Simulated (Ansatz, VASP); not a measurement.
One calculation of Mo, two programs

```
Mo
1.0
    -1.57100    1.47674    1.57100
     1.57100   -1.47674    1.57100
     1.57100    1.47674   -1.57100
Mo
1
Direct
  0.00000 0.00000 0.00000
```

Change from the starting cell: strain -0.0600 x Voigt [0, 1, 0, 0, 0, 0], atoms carried along.

Alike in both runs: task single point; functional PBE; k mesh 22 × 22 × 22; occupations gaussian, width 0.15 eV; no spin polarisation.

|  | VASP | Ansatz |
| --- | --- | --- |
| version | VASP 6.6.1 | Ansatz 0.2.0 |
| potentials or method | VASP PAW PBE potentials, release 64 (Mo_sv), cutoff 520 eV | scalar-relativistic, plane waves, PAW |
| valence electrons in the cell | 14 | 14 |

|  | VASP | Ansatz | Ansatz less VASP |
| --- | --- | --- | --- |
| gap on the k mesh at the Fermi level (eV) | none | none | - |
| pressure (GPa) | 25.7 | 25.0 | -0.72 |
| traceless stress, the component that is largest in VASP (GPa) | 14.82 | 14.82 | +0.001 |

A gap of «none» marks a metal or a gap that the smearing closes.
